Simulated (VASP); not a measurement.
**TaN: relaxation of cell and atoms with r2SCAN**

TaN:

```
CELL_PARAMETERS angstrom
5.19100 0.00000 0.00000
-2.59550 4.49554 0.00000
0.00000 0.00000 2.90800
ATOMIC_POSITIONS crystal
Ta 0.00000 0.00000 0.00000
Ta 0.33333 0.66667 0.50000
Ta 0.66667 0.33333 0.50000
N 0.50000 0.00000 0.00000
N 0.50000 0.50000 0.00000
N 0.00000 0.50000 0.00000
```

```
Program                : VASP 6.6.1
Task                   : relaxation of cell and atoms
Functional             : r2SCAN
Potentials or basis    : VASP PAW PBE potentials, release 64 (Ta_pv, N)
Cutoff                 : 600 eV
k mesh                 : 5 × 5 × 7
Occupations            : fermi-dirac, width 0.1 eV
Spin                   : no spin polarisation
Dipole correction      : no
Further INCAR settings : ALGO = Normal; EDIFF = 1e-06; IBRION = 2; EDIFFG = -0.03; NSW = 80; ISIF = 3
```

```yaml
Relaxed_volume: 11.59 Å³/atom
Relaxed_cell: a = 5.259 Å, b = 5.259 Å, c = 2.903 Å, α = 90.00°, β = 90.00°, γ = 120.00°
Space_group_after_relaxing_to_0.1_Å: P6/mmm (No. 191)
Energy_gained_by_relaxing: 7.0 meV/atom
Ionic_steps: 5
Pressure_after_relaxing: -0.1 GPa
Band_gap_on_the_k_mesh: zero (bands 24 and 25 overlap by 2.05 eV)
```

Step by step:
```tsv
step	energy change (eV)	largest force (eV/Å)	pressure (GPa)	volume (Å³)
1	0.0000	0.0000	6.80	67.86
2	0.0948	0.0000	-13.11	72.68
3	-0.0353	0.0000	-0.68	69.47
4	-0.0403	0.0000	0.23	69.55
5	-0.0421	0.0000	-0.09	69.53
```

Final structure:
```
Ta N
1.0
     5.25877    0.00000    0.00000
    -2.62938    4.55423    0.00000
     0.00000    0.00000    2.90307
Ta N
3 3
Direct
  0.00000 0.00000 0.00000
  0.33333 0.66667 0.50000
  0.66667 0.33333 0.50000
  0.50000 0.00000 0.00000
  0.50000 0.50000 0.00000
  0.00000 0.50000 0.00000
```

Levels at points of the mesh, in eV from the Fermi level:
| k point | band 22 | band 23 | band 24 | band 25 | band 26 | band 27 |
| --- | --- | --- | --- | --- | --- | --- |
| (0.00, 0.00, 0.00) | -2.91 | -2.43 | -1.34 | -1.34 | 0.82 | 0.82 |

It took 5.6 min on 1 thread of Intel(R) Xeon(R) 6975P-C (Granite Rapids), on a shared host, peak memory 0.24 GiB.

Caveat: the PAW data sets were made with another functional, which shifts forces and pressure a little; spin-orbit coupling is left out, which moves the levels of the heavy elements. Zero-point motion and thermal expansion aren't in these numbers.
